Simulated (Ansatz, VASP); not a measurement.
**P in VASP and in Ansatz**

The input INCAR:

```
SYSTEM = P
PREC = Accurate
ENCUT = 520
EDIFF = 1E-7
ISMEAR = 0
SIGMA = 0.1
LREAL = .FALSE.
LASPH = .TRUE.
NELM = 60
ALGO = Normal
ISIF = 2
LWAVE = .FALSE.
LCHARG = .FALSE.
GGA = PS
NBANDS = 12
```

File KPOINTS:

```
Automatic mesh
0
G
  15 15 6
  0 0 0
```

POSCAR

```
P
1.0
    3.7038205029      0.0000000000      0.0000000000
   -1.8519102515      3.2076026467      0.0000000000
    0.0000000000      0.0000000000      9.6524542491
P
2
Direct
    0.3333333333      0.6666666667      0.2500000000
    0.6666666667      0.3333333333      0.7500000000
```

Input for Ansatz:

```yaml
crystal:
  lattice:
    - [3.7038205029, 0.0, 0.0]
    - [-1.8519102515, 3.2076026467, 0.0]
    - [0.0, 0.0, 9.6524542491]
  atoms:
    - { symbol: P, position: [0.3333333333, 0.6666666667, 0.25] }
    - { symbol: P, position: [0.6666666667, 0.3333333333, 0.75] }
basis:
  ecutwfc: 420
kpoints:
  mp_grid: { grid: [15, 15, 6] }
hamiltonian:
  xc: pbesol
scf:
  occupations: { method: gaussian, width: 0.1 }
output:
  forces: true
  stress: true
  eigenvalues: true
  populations: true
```

Alike in both runs: task single point; functional PBEsol; k mesh 15 × 15 × 6; occupations gaussian, width 0.1 eV; no spin polarisation.

```csv
,VASP,Ansatz
version,VASP 6.6.1,Ansatz 0.2.0
potentials or method,"VASP PAW PBE potentials, release 64 (P), cutoff 520 eV","scalar-relativistic, plane waves, PAW"
valence electrons in the cell,10,10
```

```tsv
	VASP	Ansatz	Ansatz less VASP
gap on the k mesh at the Fermi level (eV)	none	none	-
pressure (GPa)	-7.3	-7.3	+0.01
traceless stress, the component that is largest in VASP (GPa)	6.46	6.46	0.000
```

VASP's potentials were made for PBE, not for PBEsol. A gap of «none» marks a metal or a gap that the smearing closes. With one functional, cell and mesh, what is left measures potentials, basis and numerics.
